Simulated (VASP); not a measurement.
# CaF (P6_3mc) in VASP: single point with PBEsol

Aim: the single point of CaF with PBEsol.

All numbers are computed with VASP 6.6.1; they aren't measurements. Logs are shortened: lines on timing, memory, paths and dates and some standing lists are left out, and cuts for length are marked.

### Step 1. The cell of the first run

It takes space group P6_3mc (No. 186, hexagonal). The conventional cell has a = 3.423 Å, b = 3.423 Å, c = 8.107 Å, α = 90.00°, β = 90.00°, γ = 120.00°. Within 3.5 Å of Ca (site symmetry 3m) lie 4 F at 2.48 to 2.53 Å and 6 Ca at 3.42 Å. F (site symmetry 3m) has 4 Ca at 2.48 to 2.53 Å and 6 F at 3.42 Å within 3.5 Å.

### Step 2. Single point, PBEsol (Br replaced by F, lengths x 0.872, strained)

INCAR

```
PREC = Accurate ; ENCUT = 520
EDIFF = 1E-7 ; ISMEAR = 0
SIGMA = 0.1 ; LREAL = False
LASPH = True ; NELM = 80
ALGO = Normal ; ISIF = 2
LWAVE = False ; LCHARG = False
GGA = PS ; NBANDS = 25
```

KPOINTS

```
Automatic mesh
0
Gamma
  15 15 6
```

POSCAR

```
CaF
1.0
    3.4230802171      0.0000000000      0.0000000000
   -1.7115401085      2.9644744272      0.0000000000
    0.0000000000      0.0000000000      8.1065776484
Ca F
2 2
Direct
    0.3333333300      0.6666666700      0.3405120000
    0.6666666700      0.3333333300      0.8405120000
    0.3333333300      0.6666666700      0.0344880000
    0.6666666700      0.3333333300      0.5344880000
```

Potentials or basis: VASP PAW PBE potentials, release 64 (Ca_sv, F).

The run is started by

```console
$ cat potpaw_PBE.64/Ca_sv/POTCAR potpaw_PBE.64/F/POTCAR > POTCAR
$ mpirun -np 1 vasp_std > vasp.out
```

OUTCAR:

```text
PREC = Accurate
   ENCUT = 520
   EDIFF = 1E-7
   ISMEAR = 0
   LREAL = False
   LASPH = True
   NELM = 80
   ISIF = 2
   GGA = PS

 ion  position               nearest neighbor table
   1  0.333  0.667  0.341-   3 2.48   4 2.53   4 2.53   4 2.53
   2  0.667  0.333  0.841-   4 2.48   3 2.53   3 2.53   3 2.53
   3  0.333  0.667  0.034-   1 2.48   2 2.53   2 2.53   2 2.53
   4  0.667  0.333  0.534-   2 2.48   1 2.53   1 2.53   1 2.53

  LATTYP: Found a hexagonal cell.
 ALAT       =     3.4230802171
 C/A-ratio  =     2.3682114161

  Lattice vectors:

 A1 = (   3.4230802171,   0.0000000000,   0.0000000000)
 A2 = (  -1.7115401085,   2.9644744272,   0.0000000000)
 A3 = (   0.0000000000,   0.0000000000,   8.1065776484)

Analysis of symmetry for initial positions (statically):
=====================================================================
 Subroutine PRICEL returns:
 Original cell was already a primitive cell.

 Routine SETGRP: Setting up the symmetry group for a
 hexagonal supercell.

 Subroutine GETGRP returns: Found 12 space group operations
 (whereof  6 operations were pure point group operations)
 out of a pool of 24 trial point group operations.

The static configuration has the point symmetry C_3v.
 The point group associated with its full space group is C_6v.

Analysis of symmetry for dynamics (positions and initial velocities):
=====================================================================
 Subroutine PRICEL returns:
 Original cell was already a primitive cell.

 Routine SETGRP: Setting up the symmetry group for a
 hexagonal supercell.

 Subroutine GETGRP returns: Found 12 space group operations
 (whereof  6 operations were pure point group operations)
 out of a pool of 24 trial point group operations.

The dynamic configuration has the point symmetry C_3v.
 The point group associated with its full space group is C_6v.

 Subroutine INISYM returns: Found 12 space group operations
 (whereof  6 operations are pure point group operations),
 and found     1 'primitive' translations

----------------------------------------------------------------------------------------

                                     Primitive cell

  volume of cell :      82.2626

  direct lattice vectors                    reciprocal lattice vectors
     3.423080217  0.000000000  0.000000000     0.292134550  0.168663961  0.000000000
    -1.711540108  2.964474427  0.000000000     0.000000000  0.337327923  0.000000000
     0.000000000  0.000000000  8.106577648     0.000000000  0.000000000  0.123356618

  length of vectors
     3.423080217  3.423080217  8.106577648     0.337327923  0.337327923  0.123356618

  position of ions in fractional coordinates (direct lattice)
     0.333333330  0.666666670  0.340512000
     0.666666670  0.333333330  0.840512000
     0.333333330  0.666666670  0.034488000
     0.666666670  0.333333330  0.534488000

  ion indices of the primitive-cell ions
   primitive index   ion index
                 1           1
                 2           2
                 3           3
                 4           4

----------------------------------------------------------------------------------------

 KPOINTS: Automatic mesh

Automatic generation of k-mesh.
 Grid dimensions read from file:
 generate k-points for:   15   15    6

 Generating k-lattice:

  Cartesian coordinates                     Fractional coordinates (reciprocal lattice)
     0.019475637  0.011244264  0.000000000     0.066666667  0.000000000  0.000000000
     0.000000000  0.022488528  0.000000000     0.000000000  0.066666667  0.000000000
     0.000000000  0.000000000  0.020559436     0.000000000  0.000000000  0.166666667

  Length of vectors
     0.022488528  0.022488528  0.020559436

  Shift w.r.t. Gamma in fractional coordinates (k-lattice)
     0.000000000  0.000000000  0.000000000

 Subroutine IBZKPT returns following result:
 ===========================================

 Found    108 irreducible k-points:

 Following reciprocal coordinates:
            Coordinates               Weight
  0.000000  0.000000  0.000000      1.000000
  0.066667 -0.000000  0.000000      6.000000
  0.133333 -0.000000  0.000000      6.000000
  0.200000 -0.000000  0.000000      6.000000
  0.266667 -0.000000  0.000000      6.000000
  0.333333 -0.000000  0.000000      6.000000
[... 16 lines left out ...]
  0.333333  0.200000  0.000000     12.000000
  0.400000  0.200000  0.000000      6.000000
 [... further k-points ...]
   k-points           NKPTS =    108   k-points in BZ     NKDIM =    108   number of bands    NBANDS=     25
   number of dos      NEDOS =    301   number of ions     NIONS =      4
   total plane-waves  NPLWV =  47040
   dimension x,y,z NGX =    28 NGY =   28 NGZ =   60
   dimension x,y,z NGXF=    56 NGYF=   56 NGZF=  120
   ions per type =               2   2
   NGX,Y,Z   is equivalent  to a cutoff of  13.60, 13.60, 12.30 a.u.
   NGXF,Y,Z  is equivalent  to a cutoff of  27.20, 27.20, 24.61 a.u.
 SYSTEM =  unknown system
   PREC   = accura    normal or accurate (medium, high low for compatibility)
   ISTART =      0    job   : 0-new  1-cont  2-samecut
   ICHARG =      2    charge: 1-file 2-atom 10-const
   ISPIN  =      1    spin polarized calculation?
   LNONCOLLINEAR =      F non collinear calculations
   LSORBIT =      F    spin-orbit coupling
   LASPH  =      T    aspherical Exc in radial PAW
   ENCUT  =  520.0 eV  38.22 Ry    6.18 a.u.   6.36  6.36 15.07*2*pi/ulx,y,z
   NELM   =     80;   NELMIN=  2; NELMDL= -5     # of ELM steps
   EDIFF  = 0.1E-06   stopping-criterion for ELM
   LREAL  =      F    real-space projection
   EDIFFG = 0.1E-05   stopping-criterion for IOM
   NSW    =      0    number of steps for IOM
   IBRION =     -1    ionic relax: 0-MD 1-quasi-New 2-CG
   NFREE  =      0    steps in history (QN), initial steepest desc. (CG)
   ISIF   =      2    stress and relaxation
   ISYM   =      2    0-nonsym 1-usesym 2-fastsym
   POTIM  = 0.5000    time-step for ionic-motion
   TEBEG  =    0.0;   TEEND  =   0.0 temperature during run
   PSTRESS=    0.0 pullay stress
   NELECT =      34.0000    total number of electrons
   NUPDOWN=      -1.0000    fix difference up-down
   EMIN   =  10.00;   EMAX   =-10.00  energy-range for DOS
   EFERMI =   0.00;   METHOD = LEGACY
   ISMEAR =     0;   SIGMA  =   0.10  broadening in eV -4-tet -1-fermi 0-gaus
   EFERMI_NEDOS =   21; number of points for ismear=-14 and -15
   IALGO  =     38    algorithm
   IMIX   =      4    mixing-type and parameters
     AMIX     =   0.40;   BMIX     =  1.00
     AMIX_MAG =   1.60;   BMIX_MAG =  1.00
  volume/ion in A,a.u.               =      20.57       138.78
  Fermi-wavevector in a.u.,A,eV,Ry     =   1.219459  2.304442 20.232939  1.487079
  Thomas-Fermi vector in A             =   2.354710
   LORBIT       =      0    0 simple, 1 ext, 2 COOP (PROOUT), +10 PAW based schemes
   GGA     = PS    functional components
   LHFCALC =     F    Hartree Fock is set to
   AEXX    =    0.0000 exact exchange contribution
   IVDW    =     0    specifies the selected vdW correction
   LEPSILON=     F    determine dielectric tensor
   LRPA    =     F    only Hartree local field effects (RPA)
 non-spin polarized calculation
 Gauss-broadening in eV      SIGMA  =   0.10
  energy-cutoff  :      520.00
  volume of cell :       82.26
 maximum number of plane-waves:      2251
 NGX is ok and might be reduce to    28
   NGX = 13   NGY = 13   NGZ = 31

 number of electron      33.9999993 magnetization

 Free energy of the ion-electron system (eV)
  ---------------------------------------------------
  ext. energy  EPLUGINS =         0.00000000
  ---------------------------------------------------
  free energy    TOTEN  =       -17.65946660 eV

  energy without entropy =      -17.64055426  energy(sigma->0) =      -17.65001043

 E-fermi :   3.3608     XC(G=0):  -8.8977

 val. band max:        3.3562962952   @ k =   0.4000  -0.0000   0.0000
 cond. band min:       3.3638696579   @ k =   0.4000  -0.0000   0.1667
 fundamental gap:      0.0075733627
 Fermi energy:         3.3608351669

 k-point     1 :       0.0000    0.0000    0.0000
  band No.  band energies     occupation
      1     -38.5606      2.00000
      2     -38.5565      2.00000
      3     -21.6170      2.00000
      4     -21.2980      2.00000
      5     -19.5218      2.00000
      6     -19.4949      2.00000
[... 17 lines left out ...]
     24       5.9048      0.00000
     25       7.4318      0.00000

 k-point     2 :       0.0667   -0.0000    0.0000
  band No.  band energies     occupation
      1     -38.5582      2.00000
      2     -38.5542      2.00000
      3     -21.6103      2.00000
      4     -21.2983      2.00000
      5     -19.5283      2.00000
      6     -19.5142      2.00000
[... 17 lines left out ...]
     24       5.9794      0.00000
     25       7.4251      0.00000

 k-point     3 :       0.1333   -0.0000    0.0000
  band No.  band energies     occupation
      1     -38.5515      2.00000
      2     -38.5476      2.00000
      3     -21.5916      2.00000
      4     -21.3002      2.00000
      5     -19.5654      2.00000
      6     -19.5493      2.00000
[... 17 lines left out ...]
     24       6.1961      0.00000
     25       7.3479      0.00000

 k-point     4 :       0.2000   -0.0000    0.0000
  band No.  band energies     occupation
      1     -38.5414      2.00000
      2     -38.5380      2.00000
      3     -21.5640      2.00000
      4     -21.3050      2.00000
      5     -19.6326      2.00000
      6     -19.5836      2.00000
[... 17 lines left out ...]
     24       6.5346      0.00000
     25       7.0483      0.00000
[... 477 lines left out ...]
 k-point    22 :       0.2667    0.2000    0.0000
  band No.  band energies     occupation
      1     -38.5077      2.00000
      2     -38.5061      2.00000
      3     -21.4603      2.00000
      4     -21.3425      2.00000
      5     -19.7619      2.00000
      6     -19.7273      2.00000
[... 17 lines left out ...]
     24       7.1299      0.00000
     25       7.2111      0.00000

 k-point    23 :       0.3333    0.2000    0.0000
  band No.  band energies     occupation
      1     -38.5020      2.00000
      2     -38.5009      2.00000
      3     -21.4359      2.00000
      4     -21.3568      2.00000
      5     -19.7771      2.00000
      6     -19.7526      2.00000
[... 17 lines left out ...]
     24       7.1040      0.00000
     25       7.3585      0.00000

 k-point    24 :       0.4000    0.2000    0.0000
  band No.  band energies     occupation
      1     -38.4999      2.00000
      2     -38.4991      2.00000
      3     -21.4249      2.00000
      4     -21.3642      2.00000
      5     -19.7832      2.00000
      6     -19.7606      2.00000
[... 17 lines left out ...]
     24       7.1066      0.00000
     25       7.4743      0.00000

 [... further k-points ...]

------------------------ aborting loop because EDIFF is reached ----------------------------------------

  FORCE on cell =-STRESS in cart. coord.  units (eV):
  Direction    XX          YY          ZZ          XY          YZ          ZX
  --------------------------------------------------------------------------------------
  -------------------------------------------------------------------------------------
  Total        2.2005117      2.2005117     -6.2369017      0.0000000      0.0000000      0.0000000
  in kB       42.8580029     42.8580029   -121.4722702      0.0000000      0.0000000      0.0000000
  external PRESSURE =     -11.9187548 kB  Pullay stress =       0.0000000 kB

 VOLUME and BASIS-vectors are now :
 -----------------------------------------------------------------------------
  energy-cutoff  :      520.00
  volume of cell :       82.26
      direct lattice vectors                 reciprocal lattice vectors
     3.423080217  0.000000000  0.000000000     0.292134550  0.168663961  0.000000000
    -1.711540108  2.964474427  0.000000000     0.000000000  0.337327923  0.000000000
     0.000000000  0.000000000  8.106577648     0.000000000  0.000000000  0.123356618

 POSITION                                       TOTAL-FORCE (eV/Angst)
 -----------------------------------------------------------------------------------
     -0.00000      1.97632      2.76039         0.000000     -0.000000      0.231830
      1.71154      0.98816      6.81368        -0.000000      0.000000      0.231830
     -0.00000      1.97632      0.27958        -0.000000      0.000000     -0.231830
      1.71154      0.98816      4.33287         0.000000      0.000000     -0.231830
 -----------------------------------------------------------------------------------
    total drift:                                0.000007     -0.000004      0.001073

  FREE ENERGIE OF THE ION-ELECTRON SYSTEM (eV)
  ---------------------------------------------------
  free  energy   TOTEN  =       -17.6594666048 eV

  energy  without entropy=      -17.6405542606  energy(sigma->0) =      -17.65001043
```

Run time: 2.6 min. Hardware: 1 thread of Intel Xeon Platinum 8375C at 2.90GHz (Ice Lake), shared host; peak memory 0.33 GiB.

Results:

| Property | Result |
| --- | --- |
| Free energy | -17.6595 eV |
| Pressure | -1.2 GPa |
| Largest force | 0.232 eV/Å |
| Band gap on the k mesh | zero (bands 17 and 18 overlap by 2.63 eV) |

Forces in eV/Å, atoms in the order of the input:
```
Ca   0.000  0.000  0.232
Ca   0.000  0.000  0.232
F    0.000  0.000 -0.232
F    0.000  0.000 -0.232
```

Levels at points of the mesh, in eV from the Fermi level:
| k point | band 14 | band 15 | band 16 | band 17 | band 18 | band 19 | band 20 | band 21 |
| --- | --- | --- | --- | --- | --- | --- | --- | --- |
| (0.00, 0.00, 0.00) | -5.95 | -5.88 | -5.88 | -2.49 | -1.10 | 2.08 | 2.44 | 2.44 |
| (0.00, 0.00, 0.50) | -5.92 | -5.92 | -5.92 | -1.80 | -1.80 | 2.17 | 2.17 | 2.50 |

Caveat: the cell differs from its parent crystal (Br replaced by F, lengths x 0.872, strained); the PAW data sets were made with another functional, which shifts forces and pressure a little.
